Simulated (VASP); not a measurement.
# SiC (F-43m) in VASP: further runs

SiC is run at these levels: r2SCAN; tasks: relaxation of cell and atoms, single point.

All numbers are computed with VASP 6.6.1; they aren't measurements. Logs are shortened: lines on timing, memory, paths and dates and some standing lists are left out, and cuts for length are marked.

**Measured values to compare with.**

From “Insight into the structural, elastic and electronic properties of a new orthorhombic 6O-SiC polytype”, 2020, pmc:7200658, for a bulk crystal of SiC: band gap 2.4 eV (indirect).

The runs below are set against these values where they give the same quantity.

**1. The cell of the first run**

It takes space group F-43m (No. 216, cubic). Conventional cell: a = 4.348 Å, b = 4.348 Å, c = 4.348 Å, α = 90.00°, β = 90.00°, γ = 90.00°. Within 2.5 Å of Si (site symmetry -43m) lie 4 C at 1.88 Å. C (site symmetry -43m) has 4 Si at 1.88 Å within 2.5 Å.

**2. Relaxation of cell and atoms, r2SCAN**

POSCAR reads:

```
SiC
1.0
    0.0000000000      2.1740000000      2.1740000000
    2.1740000000      0.0000000000      2.1740000000
    2.1740000000      2.1740000000      0.0000000000
Si C
1 1
Direct
    0.0000000000      0.0000000000      0.0000000000
    0.7500000000      0.7500000000      0.7500000000
```

INCAR.step1 reads:

```
PREC = Accurate
ENCUT = 600
ISMEAR = 0
SIGMA = 0.02
LREAL = F
LASPH = T
NELM = 60
GGA = PE
ALGO = Normal
EDIFF = 1E-4
LWAVE = T
LCHARG = F
```

INCAR.step2 reads:

```
PREC = Accurate
ENCUT = 600
EDIFF = 1E-7
ISMEAR = 0
SIGMA = 0.02
LREAL = F
LASPH = T
NELM = 60
ALGO = Normal
ISIF = 3
LWAVE = F
LCHARG = F
METAGGA = R2SCAN
LMIXTAU = T
IBRION = 2
NSW = 100
EDIFFG = -0.005
ISTART = 1
```

KPOINTS reads:

```
Automatic mesh
0
Gamma
  12 12 12
```

Potentials or basis: VASP PAW PBE potentials, release 64 (Si, C).

Run with:

```
> cat potpaw_PBE.64/Si/POTCAR potpaw_PBE.64/C/POTCAR > POTCAR
> cp INCAR.step1 INCAR
> mpirun -np 1 vasp_std > vasp.out
> cp INCAR.step2 INCAR
> mpirun -np 1 vasp_std > vasp.out
```

OUTCAR:

```text
PREC = Accurate
   ENCUT = 600
   EDIFF = 1E-7
   ISMEAR = 0
   LREAL = F
   LASPH = T
   NELM = 60
   ISIF = 3
   METAGGA = R2SCAN
   IBRION = 2
   NSW = 100
   EDIFFG = -0.005
   ISTART = 1

 ion  position               nearest neighbor table
   1  0.000  0.000  0.000-   2 1.88   2 1.88   2 1.88   2 1.88
   2  0.750  0.750  0.750-   1 1.88   1 1.88   1 1.88   1 1.88

  LATTYP: Found a face centered cubic cell.
 ALAT       =     4.3480000000

  Lattice vectors:

 A1 = (   0.0000000000,   2.1740000000,   2.1740000000)
 A2 = (   2.1740000000,   0.0000000000,   2.1740000000)
 A3 = (   2.1740000000,   2.1740000000,   0.0000000000)

Analysis of symmetry for initial positions (statically):
=====================================================================
 Subroutine PRICEL returns:
 Original cell was already a primitive cell.

 Routine SETGRP: Setting up the symmetry group for a
 face centered cubic supercell.

 Subroutine GETGRP returns: Found 24 space group operations
 (whereof 24 operations were pure point group operations)
 out of a pool of 48 trial point group operations.

The static configuration has the point symmetry T_d .

Analysis of symmetry for dynamics (positions and initial velocities):
=====================================================================
 Subroutine PRICEL returns:
 Original cell was already a primitive cell.

 Routine SETGRP: Setting up the symmetry group for a
 face centered cubic supercell.

 Subroutine GETGRP returns: Found 24 space group operations
 (whereof 24 operations were pure point group operations)
 out of a pool of 48 trial point group operations.

The dynamic configuration has the point symmetry T_d .

 Subroutine INISYM returns: Found 24 space group operations
 (whereof 24 operations are pure point group operations),
 and found     1 'primitive' translations

----------------------------------------------------------------------------------------

                                     Primitive cell

  volume of cell :      20.5498

  direct lattice vectors                    reciprocal lattice vectors
     0.000000000  2.174000000  2.174000000    -0.229990800  0.229990800  0.229990800
     2.174000000  0.000000000  2.174000000     0.229990800 -0.229990800  0.229990800
     2.174000000  2.174000000  0.000000000     0.229990800  0.229990800 -0.229990800

  length of vectors
     3.074500285  3.074500285  3.074500285     0.398355752  0.398355752  0.398355752

  position of ions in fractional coordinates (direct lattice)
[... 96 lines left out ...]
   IALGO  =     38    algorithm
   IMIX   =      4    mixing-type and parameters
     AMIX     =   0.40;   BMIX     =  1.00
     AMIX_MAG =   1.60;   BMIX_MAG =  1.00
  volume/ion in A,a.u.               =      10.27        69.34
  Fermi-wavevector in a.u.,A,eV,Ry     =   1.195369  2.258920 19.441458  1.428907
  Thomas-Fermi vector in A             =   2.331336
   LORBIT       =      0    0 simple, 1 ext, 2 COOP (PROOUT), +10 PAW based schemes
   METAGGA = R2SCAN    functional components
   LHFCALC =     F    Hartree Fock is set to
   AEXX    =    0.0000 exact exchange contribution
   IVDW    =     0    specifies the selected vdW correction
   LEPSILON=     F    determine dielectric tensor
   LRPA    =     F    only Hartree local field effects (RPA)
 conjugate gradient relaxation of ions
 non-spin polarized calculation
 Gauss-broadening in eV      SIGMA  =   0.02
  energy-cutoff  :      600.00
  volume of cell :       20.55
 maximum number of plane-waves:       701
 NGX is ok and might be reduce to    28
   NGX = 13   NGY = 13   NGZ = 13

--------------------------------------- Ionic step        1  -------------------------------------------

 number of electron       8.0000000 magnetization

 Free energy of the ion-electron system (eV)
  ---------------------------------------------------
  ext. energy  EPLUGINS =         0.00000000
  ---------------------------------------------------
  free energy    TOTEN  =       -19.32871282 eV

  energy without entropy =      -19.32871282  energy(sigma->0) =      -19.32871282

------------------------ aborting loop because EDIFF is reached ----------------------------------------

  FORCE on cell =-STRESS in cart. coord.  units (eV):
  Direction    XX          YY          ZZ          XY          YZ          ZX
  --------------------------------------------------------------------------------------
  -------------------------------------------------------------------------------------
  Total        0.1231671      0.1231671      0.1231671      0.0000000      0.0000000     -0.0000000
  in kB        9.6027729      9.6027729      9.6027729      0.0000000      0.0000000     -0.0000000
  external PRESSURE =       9.6027729 kB  Pullay stress =       0.0000000 kB
[... 59 lines left out ...]
--------------------------------------- Ionic step        3  -------------------------------------------

 number of electron       8.0000000 magnetization

 Free energy of the ion-electron system (eV)
  ---------------------------------------------------
  ext. energy  EPLUGINS =         0.00000000
  ---------------------------------------------------
  free energy    TOTEN  =       -19.32897014 eV

  energy without entropy =      -19.32897014  energy(sigma->0) =      -19.32897014

 E-fermi :   8.1021     XC(G=0): -11.9464

 val. band max:        8.0112864053   @ k =   0.0000   0.0000   0.0000
 cond. band min:       9.7354438927   @ k =   0.5000   0.5000   0.0000
 fundamental gap:      1.7241574873
 Fermi energy:         8.1020589401

 k-point     1 :       0.0000    0.0000    0.0000
  band No.  band energies     occupation
      1      -8.1893      2.00000
      2       8.0113      2.00000
      3       8.0113      2.00000
      4       8.0113      2.00000
      5      14.8793      0.00000
      6      15.8816      0.00000
      7      15.8816      0.00000
      8      15.8816      0.00000
[... 243 lines left out ...]
 k-point    24 :      -0.4167    0.1667    0.0000
  band No.  band energies     occupation
      1      -4.2206      2.00000
      2      -0.2788      2.00000
      3       4.8060      2.00000
      4       6.4259      2.00000
      5      13.6900      0.00000
      6      16.4141      0.00000
      7      17.1718      0.00000
      8      20.1233      0.00000

 [... further k-points ...]

------------------------ aborting loop because EDIFF is reached ----------------------------------------

  FORCE on cell =-STRESS in cart. coord.  units (eV):
  Direction    XX          YY          ZZ          XY          YZ          ZX
  --------------------------------------------------------------------------------------
  -------------------------------------------------------------------------------------
  Total        0.0002996      0.0002996      0.0002996     -0.0000000     -0.0000000     -0.0000000
  in kB        0.0232635      0.0232635      0.0232635     -0.0000000     -0.0000000     -0.0000000
  external PRESSURE =       0.0232635 kB  Pullay stress =       0.0000000 kB
[... 17 lines left out ...]
  FREE ENERGIE OF THE ION-ELECTRON SYSTEM (eV)
  ---------------------------------------------------
  free  energy   TOTEN  =       -19.3289701432 eV

  energy  without entropy=      -19.3289701432  energy(sigma->0) =      -19.32897014

 reached required accuracy - stopping structural energy minimisation
```

OSZICAR.step1:

```text
N       E                     dE             d eps       ncg     rms          rms(c)
DAV:   1     0.651921946596E+01    0.65192E+01   -0.45415E+03  1192   0.955E+02
DAV:   2    -0.165241230308E+02   -0.23043E+02   -0.21409E+02  1704   0.114E+02
DAV:   3    -0.169279548402E+02   -0.40383E+00   -0.40383E+00  1400   0.185E+01
DAV:   4    -0.169291233483E+02   -0.11685E-02   -0.11685E-02  1744   0.108E+00
DAV:   5    -0.169291237535E+02   -0.40519E-06   -0.40519E-06  1400   0.175E-02    0.888E+00
DAV:   6    -0.151192275260E+02    0.18099E+01   -0.76198E+00  1232   0.157E+01    0.391E+00
DAV:   7    -0.150631582452E+02    0.56069E-01   -0.35217E-01  1792   0.421E+00    0.178E+00
DAV:   8    -0.150553067436E+02    0.78515E-02   -0.18913E-02  1200   0.127E+00    0.163E-01
DAV:   9    -0.150555972293E+02   -0.29049E-03   -0.78437E-04  1760   0.244E-01    0.102E-01
DAV:  10    -0.150557047438E+02   -0.10751E-03   -0.20429E-04  1360   0.113E-01    0.221E-02
DAV:  11    -0.150557054365E+02   -0.69273E-06   -0.37800E-05   704   0.389E-02
   1 F= -.15055705E+02 E0= -.15055705E+02  d E =-.859944E-31
```

Run time: 3.3 min. Hardware: 1 thread of AMD EPYC 7R43 (Zen 3), shared host; peak memory 0.12 GiB.

What came out:

* Free energy: -19.3290 eV
* Relaxed volume: 10.32 Å³/atom
* Relaxed cell: a = 3.079 Å, b = 3.079 Å, c = 3.079 Å, α = 60.00°, β = 60.00°, γ = 60.00°
* Space group after relaxing (to 0.05 Å): F-43m (No. 216)
* Energy gained by relaxing: 0.1 meV/atom
* Ionic steps: 3
* Pressure after relaxing: 0.0 GPa
* Band gap on the k mesh: 1.72 eV, indirect (least direct gap 5.06 eV)

The path:
```
step  energy change (eV)  largest force (eV/Å)  pressure (GPa)  volume (Å³)
   1              0.0000                0.0000            0.96        20.55
   2              0.0001                0.0000           -1.06        20.73
   3             -0.0003                0.0000            0.00        20.64
```

Final structure:
```
Si C
1.0
     0.00000    2.17704    2.17704
     2.17704    0.00000    2.17704
     2.17704    2.17704    0.00000
Si C
1 1
Direct
  0.00000 0.00000 0.00000
  0.75000 0.75000 0.75000
```

Caveat: the PAW data sets were made with another functional, which shifts forces and pressure a little.

**3. Single point, r2SCAN**

POSCAR is that of step 2.

INCAR.step1 reads:

```
SYSTEM = SiC
PREC = Accurate
ENCUT = 660
ISMEAR = 0
SIGMA = 0.1
LREAL = .FALSE.
LASPH = .TRUE.
NELM = 120
NBANDS = 11
GGA = PE
ALGO = Normal
EDIFF = 1E-5
LWAVE = .TRUE.
LCHARG = .FALSE.
GGA_COMPAT = .FALSE.
```

INCAR.step2 reads:

```
SYSTEM = SiC
PREC = Accurate
ENCUT = 660
EDIFF = 1E-6
ISMEAR = 0
SIGMA = 0.1
LREAL = .FALSE.
LASPH = .TRUE.
NELM = 120
ALGO = Normal
ISIF = 2
LWAVE = .FALSE.
LCHARG = .TRUE.
METAGGA = R2SCAN
LMIXTAU = .TRUE.
LELF = .TRUE.
LVHAR = .TRUE.
NBANDS = 11
ISTART = 1
GGA_COMPAT = .FALSE.
```

KPOINTS reads:

```
Automatic mesh
0
G
  8 8 8
  0 0 0
```

Potentials or basis: VASP PAW PBE potentials, release 64 (Si, C).

Run with:

```
> cat potpaw_PBE.64/Si/POTCAR potpaw_PBE.64/C/POTCAR > POTCAR
> cp INCAR.step1 INCAR
> mpirun -np 1 vasp_std > vasp.out
> cp INCAR.step2 INCAR
> mpirun -np 1 vasp_std > vasp.out
```

Wall time 26 s (1 thread of AMD EPYC 9R45 (Zen 5), shared host); peak memory 0.13 GiB.

Results (log left out):

```
Free energy            : -19.3303 eV
Pressure               : 0.9 GPa
Band gap on the k mesh : 1.72 eV, indirect (least direct gap 5.07 eV)
```

Levels at points of the mesh, in eV from the valence-band top:
| k point | band 2 | band 3 | band 4 | band 5 | band 6 | band 7 |
| --- | --- | --- | --- | --- | --- | --- |
| (0.00, 0.00, 0.00) | 0.00 | 0.00 | 0.00 | 6.92 | 7.90 | 7.90 |
| (0.50, 0.00, 0.00) | -8.86 | -1.11 | -1.11 | 6.06 | 7.78 | 7.78 |
| (0.50, 0.50, 0.00) | -8.07 | -3.35 | -3.35 | 1.72 | 4.85 | 15.22 |

Caveat: the PAW data sets were made with another functional, which shifts forces and pressure a little.

**4. Comparison with measurements**

Step 3. A measured gap of SiC is 2.4 eV (indirect; quoted in “Insight into the structural, elastic and electronic properties of a new orthorhombic 6O-SiC polytype”, 2020, pmc:7200658); the calculated 1.72 eV misses it by -0.68 eV. The value is that of r2SCAN on a finite k mesh, which can miss the band edges, without temperature or zero-point motion.
